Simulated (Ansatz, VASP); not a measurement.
Given: the input of a run of VASP 6.6.1 on CdSe.

POSCAR

```
CdSe
1.0
    0.0000000000      3.0287759606      3.0287759606
    3.0287759606      0.0000000000      3.0287759606
    3.0287759606      3.0287759606      0.0000000000
Cd Se
1 1
Direct
    0.0000000000      0.0000000000      0.0000000000
    0.2500000000      0.2500000000      0.2500000000
```

File INCAR.step1:

```
SYSTEM = CdSe
  PREC = Accurate
  ENCUT = 520
  ISMEAR = -1
  SIGMA = 0.05
  LREAL = .FALSE.
  LASPH = .TRUE.
  NELM = 60
  NBANDS = 16
  GGA = PE
  ALGO = Normal
  EDIFF = 1E-4
  LWAVE = .TRUE.
  LCHARG = .FALSE.
```

File INCAR.step2:

```
SYSTEM = CdSe
  PREC = Accurate
  ENCUT = 520
  EDIFF = 1E-7
  ISMEAR = -1
  SIGMA = 0.05
  LREAL = .FALSE.
  LASPH = .TRUE.
  NELM = 60
  ALGO = Normal
  ISIF = 2
  LWAVE = .FALSE.
  LCHARG = .FALSE.
  METAGGA = R2SCAN
  LMIXTAU = .TRUE.
  LUSE_VDW = .TRUE.
  IVDW_NL = 2
  BPARAM = 11.95
  CPARAM = 0.0093
  NBANDS = 16
  ISTART = 1
```

The input KPOINTS:

```
Automatic mesh
0
G
  8 8 8
  0 0 0
```

Potentials or basis: VASP PAW PBE potentials, release 64 (Cd, Se).

Run with:

```console
$ cat potpaw_PBE.64/Cd/POTCAR potpaw_PBE.64/Se/POTCAR > POTCAR
$ cp INCAR.step1 INCAR
$ mpirun -np 1 vasp_std > vasp.out
$ cp INCAR.step2 INCAR
$ mpirun -np 1 vasp_std > vasp.out
```

Translate it to Ansatz 0.2.0. Potentials there: Ansatz PAW.

As run (the cutoff follows the program's own potentials):

The input input.yaml:

```yaml
crystal:
  lattice:
    - [0.0, 3.0287759606, 3.0287759606]
    - [3.0287759606, 0.0, 3.0287759606]
    - [3.0287759606, 3.0287759606, 0.0]
  atoms:
    - { symbol: Cd, position: [0.0, 0.0, 0.0] }
    - { symbol: Se, position: [0.25, 0.25, 0.25] }
hamiltonian:
  xc: r2scan
  pseudopotentials: { kind: paw }
  dispersion: rvv10
kpoints:
  mp_grid: { grid: [8, 8, 8] }
scf:
  occupations: { method: fermi_dirac, width: 0.05 }
output:
  forces: true
  stress: true
  eigenvalues: true
```

Potentials or basis: Ansatz PAW.

The run is started by

```console
$ ansatz run input.yaml --threads 2 --pin off --max-ram 5120MiB --backend cpu --events-out ev --progress --plain --runs-dir out
```

Both were run:

|  | VASP | Ansatz | Ansatz less VASP |
| --- | --- | --- | --- |
| gap on the k mesh at the Fermi level (eV) | 1.06 | 1.07 | +0.009 |
| least direct gap on the mesh (eV) | 1.06 | 1.07 | +0.009 |
| pressure (GPa) | 1.6 | 1.2 | -0.42 |

VASP's potentials were made for PBE, not for r2SCAN. VASP's potentials hold 18 valence electrons a cell and Ansatz's 36, so a difference there can come from the potentials and not from the codes.
